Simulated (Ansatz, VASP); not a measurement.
**Two plane-wave programs on Si7Ge**

```
CELL_PARAMETERS angstrom
5.18622 0.00000 0.00000
0.00000 5.18622 0.00000
0.00000 0.00000 5.32270
ATOMIC_POSITIONS crystal
Si 0.25260 0.25260 0.25260
Si 0.00000 0.50000 0.50000
Si 0.50000 0.50000 0.00000
Si 0.50000 0.00000 0.50000
Si 0.74740 0.25260 0.74740
Si 0.74740 0.74740 0.25260
Si 0.25260 0.74740 0.74740
Ge 0.00000 0.00000 0.00000
```

Change from the starting cell: strain -0.050 along x and y, -0.025 along z, atoms carried along.

Alike in both runs: task single point; functional PBEsol; k mesh 6 × 6 × 6; occupations gaussian, width 0.03 eV; no spin polarisation.

|  | VASP | Ansatz |
| --- | --- | --- |
| version | VASP 6.6.1 | Ansatz 0.2.0 |
| potentials or method | VASP PAW PBE potentials, release 64 (Si, Ge_d), cutoff 520 eV | scalar-relativistic, plane waves, PAW |
| valence electrons in the cell | 42 | 42 |

```csv
,VASP,Ansatz,Ansatz less VASP
gap on the k mesh at the Fermi level (eV),none,none,-
pressure (GPa),15.2,15.1,-0.10
"traceless stress, the component that is largest in VASP (GPa)",-1.57,-1.57,-0.001
rms of the force components (eV/Å),0.006,0.005,-0.0012
```

VASP's potentials were made for PBE, not for PBEsol. Atom by atom the forces differ by 0.005 eV/Å (rms over components). A gap of «none» marks a metal or a gap that the smearing closes.
